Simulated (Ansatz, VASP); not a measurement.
**Two plane-wave programs on BeS**

```
S Be
1.0
     0.00000    2.42500    2.42500
     2.42500    0.00000    2.42500
     2.42500    2.42500    0.00000
S Be
1 1
Cartesian
  1.2125 1.2125 1.2125
  0.0000 0.0000 0.0000
```

Alike in both runs: task electric field gradients; functional r2SCAN; dispersion rVV10; k mesh 9 × 9 × 9; occupations methfessel-paxton of order 1, width 0.1 eV; no spin polarisation.

```csv
,VASP,Ansatz
version,VASP 6.6.1,Ansatz 0.2.0
potentials or method,"VASP PAW PBE potentials, release 64 (S, Be)",Ansatz PAW
plane-wave cutoff (eV),580,500
valence electrons in the cell,8,8
```

Ansatz gave:

```
gap on the k mesh at the Fermi level (eV) : 3.61
least direct gap on the mesh (eV)         : 6.21
pressure (GPa)                            : 0.5
```

Problem. What did VASP give for the same quantities?

Solution. gap on the k mesh at the Fermi level (eV): 3.62; least direct gap on the mesh (eV): 6.24; pressure (GPa): 0.9.

VASP's potentials were made for PBE, not for r2SCAN.

Noted on Ansatz's run: odd divisions of the mesh miss points on the zone boundary, where band edges often lie, so the gap on the mesh can be too wide.
